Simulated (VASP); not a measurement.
Here is a VASP 6.6.1 calculation.

Contents of INCAR:

```
  PREC = Accurate
  ENCUT = 520
  EDIFF = 1E-7
  ISMEAR = 0
  SIGMA = 0.02
  LREAL = False
  LASPH = True
  NELM = 80
  ALGO = Normal
  ISIF = 2
  LWAVE = False
  LCHARG = True
  GGA = PE
  IVDW = 12
  LELF = True
  LVHAR = True
  NBANDS = 44
```

Contents of KPOINTS:

```
Automatic mesh
0
Gamma
  4 4 4
```

POSCAR

```
CO2
1.0
    5.6555040942      0.0000000000      0.0000000000
    0.0000000000      5.6555040942      0.0000000000
    0.0000000000      0.0000000000      5.6555040942
C O
4 8
Direct
    0.0000000000      0.0000000000      0.0000000000
    0.5000000000      0.0000000000      0.5000000000
    0.5000000000      0.5000000000      0.0000000000
    0.0000000000      0.5000000000      0.5000000000
    0.1193028453      0.1193028453      0.1193028453
    0.3806971547      0.8806971547      0.6193028453
    0.6193028453      0.3806971547      0.8806971547
    0.8806971547      0.6193028453      0.3806971547
    0.8806971547      0.8806971547      0.8806971547
    0.6193028453      0.1193028453      0.3806971547
    0.3806971547      0.6193028453      0.1193028453
    0.1193028453      0.3806971547      0.6193028453
```

Potentials or basis: VASP PAW PBE potentials, release 64 (C, O).

Launch:

```bash
$ cat potpaw_PBE.64/C/POTCAR potpaw_PBE.64/O/POTCAR > POTCAR
$ mpirun -np 1 vasp_std > vasp.out
```

(1) What does it give for the dispersion energy per atom?

(2) Estimate the band gap on the k mesh.

(3) Predict the pressure.

Results:

(1) -0.068 eV.

(2) 6.75 eV.

(3) 1.7 GPa.
